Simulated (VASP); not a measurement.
Runs of VASP 6.6.1 on Pb. The structure is that of space group Fm-3m (No. 225), or close to it. The cells are those of the table. 

| cell | k mesh | smearing | gap on the mesh (eV) | pressure (GPa) |
| --- | --- | --- | --- | --- |
| a = 3.447 Å, angles 60.0°, 1 atom | 16 × 16 × 16 | fermi-dirac 0.1 eV | none | (a) |
| a = 3.447 Å, angles 60.0°, 1 atom | 9 × 9 × 9 | fermi-dirac 0.1 eV | none | 0.1 |
| a = 3.447 Å, angles 60.0°, 1 atom | 11 × 11 × 11 | fermi-dirac 0.1 eV | none | 0.0 |
| a = 3.537 Å, angles 60.0°, 1 atom | 18 × 18 × 18 | fermi-dirac 0.1 eV | none | -3.1 |
| a = 3.447 Å, angles 60.0°, 1 atom | 11 × 11 × 11 | fermi-dirac 0.01 eV | none | 0.1 |
| a = 3.447 Å, angles 60.0°, 1 atom | 11 × 11 × 11 | gaussian 0.2 eV | none | 0.0 |
| a = 3.447 Å, angles 60.0°, 1 atom | 11 × 11 × 11 | gaussian 0.01 eV | none | 0.1 |

Alike in all rows: task single point; level LDA; potentials or basis VASP PAW LDA potentials, release 64 (Pb_d); no spin polarisation; cutoff (eV) 520.

Problem. Fill in the values left out.

Solution. (a) 0.2.

Caveats: spin-orbit coupling is left out, which moves the levels of the heavy elements.

A k mesh can miss the band edges, and the runs leave out spin-orbit coupling on Pb.

A gap of «none» marks levels without a gap at the run's occupations.
